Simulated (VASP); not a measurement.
Wanted: the native input for a VASP 6.6.1 run.

* Task: single point
* Functional: r2SCAN
* Potentials or basis: VASP PAW PBE potentials, release 64 (Ga_d, N)
* Cutoff: 520 eV
* k mesh: 12 × 12 × 6
* Occupations: gaussian, width 0.05 eV
* Spin: no spin polarisation
* Dipole correction: no
* Further INCAR settings: ALGO = Normal; EDIFF = 1e-07; NBANDS = 26

Crystal: GaN.

```
Ga N
1.0
     3.18000    0.00000    0.00000
    -1.59000    2.75396    0.00000
     0.00000    0.00000    5.01102
Ga N
2 2
Direct
  0.33333 0.66667 0.00000
  0.66667 0.33333 0.50000
  0.33333 0.66667 0.37500
  0.66667 0.33333 0.87500
```

This cell differs from its parent crystal: strain +0.000 along x and y, -0.030 along z.

The input as run:

POSCAR

```
GaN
1.0
    3.1799996605      0.0000000000      0.0000000000
   -1.5899998303      2.7539604900      0.0000000000
    0.0000000000      0.0000000000      5.0110200000
Ga N
2 2
Direct
    0.3333333333      0.6666666667      0.0000000000
    0.6666666667      0.3333333333      0.5000000000
    0.3333333333      0.6666666667      0.3750000000
    0.6666666667      0.3333333333      0.8750000000
```

INCAR.step1

```
SYSTEM = GaN
PREC = Accurate
ENCUT = 520
ISMEAR = 0
SIGMA = 0.05
LREAL = .FALSE.
LASPH = .TRUE.
NELM = 60
NBANDS = 26
GGA = PE
ALGO = Normal
EDIFF = 1E-4
LWAVE = .TRUE.
LCHARG = .FALSE.
```

INCAR.step2

```
SYSTEM = GaN
PREC = Accurate
ENCUT = 520
EDIFF = 1E-7
ISMEAR = 0
SIGMA = 0.05
LREAL = .FALSE.
LASPH = .TRUE.
NELM = 60
ALGO = Normal
ISIF = 2
LWAVE = .FALSE.
LCHARG = .FALSE.
METAGGA = R2SCAN
LMIXTAU = .TRUE.
NBANDS = 26
ISTART = 1
```

KPOINTS

```
regular mesh
0
G
  12 12 6
  0 0 0
```

Potentials or basis: VASP PAW PBE potentials, release 64 (Ga_d, N).

Command:

```console
$ cat potpaw_PBE.64/Ga_d/POTCAR potpaw_PBE.64/N/POTCAR > POTCAR
$ cp INCAR.step1 INCAR
$ mpirun -np 1 vasp_std > vasp.out
$ cp INCAR.step2 INCAR
$ mpirun -np 1 vasp_std > vasp.out
```

It gave:

```yaml
Pressure: 9.3 GPa
Largest_force: 0.628 eV/Å
Band_gap_on_the_k_mesh: 2.61 eV
```

Caveat: the cell differs from its parent crystal (strain +0.000 along x and y, -0.030 along z); the stress differs along the axes, from 4 to 20 GPa; the PAW data sets were made with another functional, which shifts forces and pressure a little.

It took 4 min on 1 thread of AMD EPYC 9R45 96-Core Processor (Zen 5), on a shared host, peak memory 0.18 GiB.
